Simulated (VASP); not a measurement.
Write the native input for VASP 6.6.1 that does the following.

```yaml
Task: single point
Functional: PBE
Potentials_or_basis: VASP PAW PBE potentials, release 64 (Ta_pv)
Cutoff: 520 eV
k_mesh: 11 × 11 × 11
Occupations: gaussian, width 0.02 eV
Spin: no spin polarisation
Dipole_correction: no
Further_INCAR_settings: ALGO = Fast; EDIFF = 1e-07; NBANDS = 12
```

The structure of Ta lies in POSCAR:

```
Ta
1.0
   -1.6512800000      1.6512800000      1.6512800000
    1.6512800000     -1.6512800000      1.6512800000
    1.6512800000      1.6512800000     -1.6512800000
Ta
1
Direct
    0.0000000000      0.0000000000      0.0000000000
```

These files were run (other wordings do the same):

INCAR

```
PREC = Accurate ; ENCUT = 520
EDIFF = 1E-7 ; ISMEAR = 0
SIGMA = 0.02 ; LREAL = F
LASPH = T ; NELM = 100
ALGO = Fast ; ISIF = 2
LWAVE = F ; LCHARG = F
GGA = PE ; NBANDS = 12
```

KPOINTS

```
Automatic mesh
0
Gamma
  11 11 11
```

Potentials or basis: VASP PAW PBE potentials, release 64 (Ta_pv).

Launch:

```bash
$ cat potpaw_PBE.64/Ta_pv/POTCAR > POTCAR
$ mpirun -np 1 vasp_std > vasp.out
```

Results of the run:

```yaml
Pressure: 2.3 GPa
```

It took 9.2 s on 1 thread of Intel(R) Xeon(R) Platinum 8488C (Sapphire Rapids), with other jobs on the host, peak memory 0.14 GiB.
